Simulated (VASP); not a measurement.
Write the native input for VASP 6.6.1 that does the following.

```
Task                   : single point
Functional             : PBE
Potentials or basis    : VASP PAW PBE potentials, release 64 (Pt, Se)
Cutoff                 : 520 eV
k mesh                 : 8 × 8 × 8
Occupations            : fermi-dirac, width 0.02 eV
Spin                   : no spin polarisation
Dipole correction      : no
Further INCAR settings : ALGO = Normal; EDIFF = 1e-06; NBANDS = 18
```

The structure of PtSe2 lies in POSCAR:

```
PtSe2
1.0
    1.8776323312      1.0840515319      5.7607123393
   -1.8776323312      1.0840515319      5.7607123393
    0.0000000000     -2.1681030637      5.7607123393
Pt Se
1 2
Direct
    0.0000000000      0.0000000000      0.0000000000
    0.2586187874      0.2586187874      0.2586187874
    0.7413812126      0.7413812126      0.7413812126
```

This cell differs from its parent crystal: biaxial xy strain +1.7%.

These files were run (other wordings do the same):

INCAR

```
PREC = Accurate
ENCUT = 520
EDIFF = 1E-6
ISMEAR = -1
SIGMA = 0.02
LREAL = F
LASPH = T
NELM = 100
ALGO = Normal
ISIF = 2
LWAVE = F
LCHARG = T
GGA = PE
LELF = T
LVHAR = T
NBANDS = 18
```

KPOINTS

```
regular mesh
0
Gamma
  8 8 8
```

Potentials or basis: VASP PAW PBE potentials, release 64 (Pt, Se).

Run with:

```bash
$ cat potpaw_PBE.64/Pt/POTCAR potpaw_PBE.64/Se/POTCAR > POTCAR
$ mpirun -np 1 vasp_std > vasp.out
```

It gave:

```yaml
Pressure: 1.2 GPa
Largest_force: 0.102 eV/Å
Band_gap_on_the_k_mesh: 0.35 eV, indirect (least direct gap 0.78 eV)
```

Caveat: the cell differs from its parent crystal (biaxial xy strain +1.7%); spin-orbit coupling is left out, which moves the levels of the heavy elements.

It took 94 s on 1 thread of AMD EPYC 9R45 96-Core Processor (Zen 5), on a shared host, peak memory 0.32 GiB.
